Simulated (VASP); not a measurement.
# Si2W (I4/mmm) in VASP: a series of runs

The runs below take Si2W through single point, relaxation of shape and atoms at fixed volume, with PBE.

Everything below comes from runs of VASP 6.6.1. Logs are shortened: lines on timing, memory, paths and dates and some standing lists are left out, and cuts for length are marked.

### Step 1. The cell of the first run

The structure is tetragonal, space group I4/mmm (No. 139). The conventional cell has a = 3.263 Å, b = 3.263 Å, c = 7.934 Å, α = 90.00°, β = 90.00°, γ = 90.00°. Si (site symmetry 4mm) has 9 Si at 2.62 to 3.26 Å and 5 W at 2.65 to 2.66 Å within 3.5 Å. Within 3.5 Å of W (site symmetry 4/mmm) lie 10 Si at 2.65 to 2.66 Å and 4 W at 3.26 Å.

### Step 2. Single point, PBE (14.08 Å³/atom)

INCAR reads:

```
PREC = Accurate
ENCUT = 520
EDIFF = 1E-6
ISMEAR = 0
SIGMA = 0.1
LREAL = F
LASPH = T
NELM = 60
ALGO = Normal
ISIF = 2
LWAVE = F
LCHARG = F
GGA = PE
NBANDS = 18
```

KPOINTS reads:

```
regular mesh
0
Gamma
  18 18 18
```

POSCAR reads:

```
Si2W
1.0
   -1.6316129471      1.6316129471      3.9671597081
    1.6316129471     -1.6316129471      3.9671597081
    1.6316129471      1.6316129471     -3.9671597081
Si W
2 1
Direct
    0.3350590782      0.3350590782      0.0000000000
    0.6649409218      0.6649409218      0.0000000000
    0.0000000000      0.0000000000      0.0000000000
```

Potentials or basis: VASP PAW PBE potentials, release 64 (Si, W_sv).

The run is started by

```bash
$ cat potpaw_PBE.64/Si/POTCAR potpaw_PBE.64/W_sv/POTCAR > POTCAR
$ mpirun -np 1 vasp_std > vasp.out
```

OUTCAR:

```text
PREC = Accurate
   ENCUT = 520
   EDIFF = 1E-6
   ISMEAR = 0
   LREAL = F
   LASPH = T
   NELM = 60
   ISIF = 2
   GGA = PE

 ion  position               nearest neighbor table
   1  0.335  0.335  0.000-   2 2.62   3 2.65   3 2.65   3 2.65   3 2.65   3 2.66   2 2.67   2 2.67
                             2 2.67   2 2.67
   2  0.665  0.665  0.000-   1 2.62   3 2.65   3 2.65   3 2.65   3 2.65   3 2.66   1 2.67   1 2.67
                             1 2.67   1 2.67
   3  0.000  0.000  0.000-   2 2.65   2 2.65   2 2.65   1 2.65   1 2.65   1 2.65   2 2.65   1 2.65
                             1 2.66   2 2.66

  LATTYP: Found a body centered tetragonal cell.
 ALAT       =     3.2632258942
 C/A-ratio  =     2.4314343148

  Lattice vectors:

 A1 = (  -1.6316129471,   1.6316129471,   3.9671597081)
 A2 = (   1.6316129471,  -1.6316129471,   3.9671597081)
 A3 = (   1.6316129471,   1.6316129471,  -3.9671597081)

Analysis of symmetry for initial positions (statically):
=====================================================================
 Subroutine PRICEL returns:
 Original cell was already a primitive cell.

 Routine SETGRP: Setting up the symmetry group for a
 body centered tetragonal supercell.

 Subroutine GETGRP returns: Found 16 space group operations
 (whereof 16 operations were pure point group operations)
 out of a pool of 16 trial point group operations.

The static configuration has the point symmetry D_4h.

Analysis of symmetry for dynamics (positions and initial velocities):
=====================================================================
 Subroutine PRICEL returns:
 Original cell was already a primitive cell.

 Routine SETGRP: Setting up the symmetry group for a
 body centered tetragonal supercell.

 Subroutine GETGRP returns: Found 16 space group operations
 (whereof 16 operations were pure point group operations)
 out of a pool of 16 trial point group operations.

The dynamic configuration has the point symmetry D_4h.

 Subroutine INISYM returns: Found 16 space group operations
 (whereof 16 operations are pure point group operations),
 and found     1 'primitive' translations

----------------------------------------------------------------------------------------

                                     Primitive cell

  volume of cell :      42.2449

  direct lattice vectors                    reciprocal lattice vectors
    -1.631612947  1.631612947  3.967159708     0.000000000  0.306445227  0.126034755
     1.631612947 -1.631612947  3.967159708     0.306445227  0.000000000  0.126034755
     1.631612947  1.631612947 -3.967159708     0.306445227  0.306445227  0.000000000

  length of vectors
     4.589409305  4.589409305  4.589409305     0.331350927  0.331350927  0.433378996

  position of ions in fractional coordinates (direct lattice)
     0.335059078  0.335059078  0.000000000
     0.664940922  0.664940922  0.000000000
     0.000000000  0.000000000  0.000000000

  ion indices of the primitive-cell ions
   primitive index   ion index
                 1           1
                 2           2
                 3           3

----------------------------------------------------------------------------------------

 KPOINTS: regular mesh

Automatic generation of k-mesh.
 Grid dimensions read from file:
 generate k-points for:   18   18   18

 Generating k-lattice:

  Cartesian coordinates                     Fractional coordinates (reciprocal lattice)
     0.000000000  0.017024735  0.007001931     0.055555556  0.000000000 -0.000000000
     0.017024735  0.000000000  0.007001931     0.000000000  0.055555556 -0.000000000
     0.017024735  0.017024735  0.000000000     0.000000000  0.000000000  0.055555556

  Length of vectors
     0.018408385  0.018408385  0.024076611

  Shift w.r.t. Gamma in fractional coordinates (k-lattice)
     0.000000000  0.000000000  0.000000000

 Subroutine IBZKPT returns following result:
 ===========================================

 Found    480 irreducible k-points:

 Following reciprocal coordinates:
            Coordinates               Weight
  0.000000  0.000000  0.000000      1.000000
  0.055556 -0.000000  0.000000      8.000000
  0.111111 -0.000000  0.000000      8.000000
  0.166667 -0.000000  0.000000      8.000000
  0.222222 -0.000000  0.000000      8.000000
  0.277778  0.000000 -0.000000      8.000000
[... 16 lines left out ...]
 -0.277778  0.055556  0.000000     16.000000
 -0.222222  0.055556 -0.000000     16.000000
 [... further k-points ...]
   k-points           NKPTS =    480   k-points in BZ     NKDIM =    480   number of bands    NBANDS=     18
   number of dos      NEDOS =    301   number of ions     NIONS =      3
   total plane-waves  NPLWV =  46656
   dimension x,y,z NGX =    36 NGY =   36 NGZ =   36
   dimension x,y,z NGXF=    72 NGYF=   72 NGZF=   72
   ions per type =               2   1
   NGX,Y,Z   is equivalent  to a cutoff of  13.04, 13.04, 13.04 a.u.
   NGXF,Y,Z  is equivalent  to a cutoff of  26.08, 26.08, 26.08 a.u.
 SYSTEM =  unknown system
   PREC   = accura    normal or accurate (medium, high low for compatibility)
   ISTART =      0    job   : 0-new  1-cont  2-samecut
   ICHARG =      2    charge: 1-file 2-atom 10-const
   ISPIN  =      1    spin polarized calculation?
   LNONCOLLINEAR =      F non collinear calculations
   LSORBIT =      F    spin-orbit coupling
   LASPH  =      T    aspherical Exc in radial PAW
   ENCUT  =  520.0 eV  38.22 Ry    6.18 a.u.   8.53  8.53  8.53*2*pi/ulx,y,z
   NELM   =     60;   NELMIN=  2; NELMDL= -5     # of ELM steps
   EDIFF  = 0.1E-05   stopping-criterion for ELM
   LREAL  =      F    real-space projection
[... 7 lines left out ...]
   TEBEG  =    0.0;   TEEND  =   0.0 temperature during run
   PSTRESS=    0.0 pullay stress
   NELECT =      22.0000    total number of electrons
   NUPDOWN=      -1.0000    fix difference up-down
   EMIN   =  10.00;   EMAX   =-10.00  energy-range for DOS
   EFERMI =   0.00;   METHOD = LEGACY
   ISMEAR =     0;   SIGMA  =   0.10  broadening in eV -4-tet -1-fermi 0-gaus
   EFERMI_NEDOS =   21; number of points for ismear=-14 and -15
   IALGO  =     38    algorithm
   IMIX   =      4    mixing-type and parameters
     AMIX     =   0.40;   BMIX     =  1.00
     AMIX_MAG =   1.60;   BMIX_MAG =  1.00
  volume/ion in A,a.u.               =      14.08        95.03
  Fermi-wavevector in a.u.,A,eV,Ry     =   1.317117  2.488991 23.603354  1.734798
  Thomas-Fermi vector in A             =   2.447181
   LORBIT       =      0    0 simple, 1 ext, 2 COOP (PROOUT), +10 PAW based schemes
   GGA     = PE    functional components
   LHFCALC =     F    Hartree Fock is set to
   AEXX    =    0.0000 exact exchange contribution
   IVDW    =     0    specifies the selected vdW correction
   LEPSILON=     F    determine dielectric tensor
   LRPA    =     F    only Hartree local field effects (RPA)
 non-spin polarized calculation
 Gauss-broadening in eV      SIGMA  =   0.10
  energy-cutoff  :      520.00
  volume of cell :       42.24
 maximum number of plane-waves:      1159
 NGX is ok and might be reduce to    36
   NGX = 17   NGY = 17   NGZ = 17

 number of electron      22.0000001 magnetization

 Free energy of the ion-electron system (eV)
  ---------------------------------------------------
  ext. energy  EPLUGINS =         0.00000000
  ---------------------------------------------------
  free energy    TOTEN  =       -24.79299015 eV

  energy without entropy =      -24.79201625  energy(sigma->0) =      -24.79250320

 E-fermi :  11.3300     XC(G=0): -12.3205

 val. band max:       11.3234969601   @ k =  -0.3889   0.5000   0.3333
 cond. band min:      11.3350512390   @ k =  -0.4444  -0.4444   0.2778
 fundamental gap:      0.0115542789
 Fermi energy:        11.3299754784

 k-point     1 :       0.0000    0.0000    0.0000
  band No.  band energies     occupation
      1     -62.6111      2.00000
      2     -26.8331      2.00000
      3     -26.8331      2.00000
      4     -26.8274      2.00000
      5      -2.3708      2.00000
      6       4.7640      2.00000
[... 10 lines left out ...]
     17      16.7653      0.00000
     18      16.7653      0.00000

 k-point     2 :       0.0556   -0.0000    0.0000
  band No.  band energies     occupation
      1     -62.6109      2.00000
      2     -26.8386      2.00000
      3     -26.8326      2.00000
      4     -26.8270      2.00000
      5      -2.3142      2.00000
      6       4.7632      2.00000
[... 10 lines left out ...]
     17      16.7689      0.00000
     18      16.9942      0.00000

 k-point     3 :       0.1111   -0.0000    0.0000
  band No.  band energies     occupation
      1     -62.6104      2.00000
      2     -26.8545      2.00000
      3     -26.8312      2.00000
      4     -26.8259      2.00000
      5      -2.1453      2.00000
      6       4.7514      2.00000
[... 10 lines left out ...]
     17      16.8196      0.00000
     18      17.5569      0.00000

 k-point     4 :       0.1667   -0.0000    0.0000
  band No.  band energies     occupation
      1     -62.6097      2.00000
      2     -26.8787      2.00000
      3     -26.8290      2.00000
      4     -26.8240      2.00000
      5      -1.8677      2.00000
      6       4.6958      2.00000
[... 10 lines left out ...]
     17      17.0782      0.00000
     18      18.3400      0.00000

 k-point     5 :       0.2222   -0.0000    0.0000
  band No.  band energies     occupation
      1     -62.6087      2.00000
      2     -26.9083      2.00000
      3     -26.8263      2.00000
      4     -26.8218      2.00000
      5      -1.4871      2.00000
      6       4.5324      2.00000
[... 10 lines left out ...]
     17      17.6464      0.00000
     18      19.2842      0.00000

 k-point     6 :       0.2778    0.0000   -0.0000
  band No.  band energies     occupation
      1     -62.6077      2.00000
      2     -26.9396      2.00000
      3     -26.8234      2.00000
      4     -26.8194      2.00000
      5      -1.0112      2.00000
      6       4.1937      2.00000
[... 10 lines left out ...]
     17      18.1794      0.00000
     18      19.9424      0.00000

 k-point     7 :       0.3333   -0.0000    0.0000
  band No.  band energies     occupation
      1     -62.6067      2.00000
      2     -26.9688      2.00000
      3     -26.8207      2.00000
      4     -26.8172      2.00000
      5      -0.4500      2.00000
      6       3.6797      2.00000
[... 10 lines left out ...]
     17      18.2128      0.00000
     18      19.7947      0.00000

 k-point     8 :       0.3889    0.0000    0.0000
  band No.  band energies     occupation
      1     -62.6059      2.00000
      2     -26.9925      2.00000
      3     -26.8185      2.00000
      4     -26.8154      2.00000
      5       0.1839      2.00000
      6       3.0433      2.00000
[... 10 lines left out ...]
     17      17.9881      0.00000
     18      18.7973      0.00000
[... 229 lines left out ...]
     17      17.9741      0.00000
     18      18.1114      0.00000

 k-point    20 :      -0.4444    0.0556   -0.0000
  band No.  band energies     occupation
      1     -62.6052      2.00000
      2     -27.0072      2.00000
      3     -26.8223      2.00000
      4     -26.8134      2.00000
      5       0.8185      2.00000
      6       2.4558      2.00000
[... 10 lines left out ...]
     17      18.0850      0.00000
     18      18.5959      0.00000

 k-point    21 :      -0.3889    0.0556    0.0000
  band No.  band energies     occupation
      1     -62.6057      2.00000
      2     -26.9918      2.00000
      3     -26.8238      2.00000
      4     -26.8145      2.00000
      5       0.1347      2.00000
      6       3.1659      2.00000
[... 10 lines left out ...]
     17      18.2373      0.00000
     18      19.4486      0.00000

 k-point    22 :      -0.3333    0.0556   -0.0000
  band No.  band energies     occupation
      1     -62.6065      2.00000
      2     -26.9681      2.00000
      3     -26.8260      2.00000
      4     -26.8162      2.00000
      5      -0.4890      2.00000
      6       3.8304      2.00000
[... 10 lines left out ...]
     17      18.3588      0.00000
     18      19.2824      0.00000

 k-point    23 :      -0.2778    0.0556    0.0000
  band No.  band energies     occupation
      1     -62.6075      2.00000
      2     -26.9389      2.00000
      3     -26.8287      2.00000
      4     -26.8184      2.00000
      5      -1.0372      2.00000
      6       4.4077      2.00000
[... 10 lines left out ...]
     17      17.9887      0.00000
     18      19.2054      0.00000

 k-point    24 :      -0.2222    0.0556   -0.0000
  band No.  band energies     occupation
      1     -62.6085      2.00000
      2     -26.9077      2.00000
      3     -26.8317      2.00000
      4     -26.8208      2.00000
      5      -1.4981      2.00000
      6       4.8058      2.00000
[... 10 lines left out ...]
     17      17.3246      0.00000
     18      19.3444      0.00000

 [... further k-points ...]

------------------------ aborting loop because EDIFF is reached ----------------------------------------

  FORCE on cell =-STRESS in cart. coord.  units (eV):
  Direction    XX          YY          ZZ          XY          YZ          ZX
  --------------------------------------------------------------------------------------
  -------------------------------------------------------------------------------------
  Total       -1.5690820     -1.5690820     -1.5851769      0.0000000      0.0000000     -0.0000000
  in kB      -59.5089446    -59.5089446    -60.1193593      0.0000000      0.0000000     -0.0000000
  external PRESSURE =     -59.7124162 kB  Pullay stress =       0.0000000 kB

 VOLUME and BASIS-vectors are now :
 -----------------------------------------------------------------------------
  energy-cutoff  :      520.00
  volume of cell :       42.24
      direct lattice vectors                 reciprocal lattice vectors
    -1.631612947  1.631612947  3.967159708     0.000000000  0.306445227  0.126034755
     1.631612947 -1.631612947  3.967159708     0.306445227  0.000000000  0.126034755
     1.631612947  1.631612947 -3.967159708     0.306445227  0.306445227  0.000000000

 POSITION                                       TOTAL-FORCE (eV/Angst)
 -----------------------------------------------------------------------------------
      0.00000      0.00000      2.65847        -0.000000     -0.000000     -0.000550
      0.00000      0.00000      5.27585        -0.000000     -0.000000      0.000550
      0.00000      0.00000      0.00000         0.000000      0.000000     -0.000000
 -----------------------------------------------------------------------------------
    total drift:                                0.000000      0.000000     -0.000000

  FREE ENERGIE OF THE ION-ELECTRON SYSTEM (eV)
  ---------------------------------------------------
  free  energy   TOTEN  =       -24.7929901478 eV

  energy  without entropy=      -24.7920162546  energy(sigma->0) =      -24.79250320
```

Wall time 4.1 min (1 thread of AMD EPYC 9R45 (Zen 5), shared host); peak memory 0.45 GiB.

Results:

```
Free energy            : -24.7930 eV
Pressure               : -6.0 GPa
Band gap on the k mesh : zero (bands 11 and 12 overlap by 1.18 eV)
```

Caveat: the cell stands under tension; spin-orbit coupling is left out, which moves the levels of the heavy elements.

(Continued in part 2 of 2.)

The gap in the log of VASP goes by the Fermi energy; the results here count the filled bands.